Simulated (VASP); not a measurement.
Here is a VASP 6.6.1 calculation.

The input INCAR:

```
PREC     = Accurate       # precision mode
ENCUT    = 520            # plane-wave cutoff, eV
EDIFF    = 1E-6           # SCF threshold, eV
ISMEAR   = -1             # smearing method
SIGMA    = 0.05           # smearing width, eV
LREAL    = F              # projectors in reciprocal space
LASPH    = T              # aspherical terms in the spheres
NELM     = 100            # most SCF steps
ALGO     = Normal         # electronic algorithm
ISIF     = 2              # what is computed and relaxed
LWAVE    = F              # write WAVECAR
LCHARG   = T              # write CHGCAR
GGA      = PS             # functional
LELF     = T              # ELF
LVHAR    = T            
NBANDS   = 19             # bands
```

Contents of KPOINTS:

```
regular mesh
0
Gamma
  11 11 6
```

File POSCAR:

```
Zn
1.0
    2.6503519220      0.0000000000      0.0000000000
   -1.3251759610      2.2952720934      0.0000000000
    0.0000000000      0.0000000000      4.3768600502
Zn
2
Direct
    0.6666666667      0.3333333333      0.7500000000
    0.3333333333      0.6666666667      0.2500000000
```

Potentials or basis: VASP PAW PBE potentials, release 64 (Zn).

Command:

```bash
$ cat potpaw_PBE.64/Zn/POTCAR > POTCAR
$ mpirun -np 1 vasp_std > vasp.out
```

Estimate the pressure.

5.6 GPa.

Estimate the band gap on the k mesh.

zero (band 12 reaches 5.47 eV, above the bottom of band 13 at 2.59 eV).

Caveat: the PAW data sets were made with another functional, which shifts forces and pressure a little.
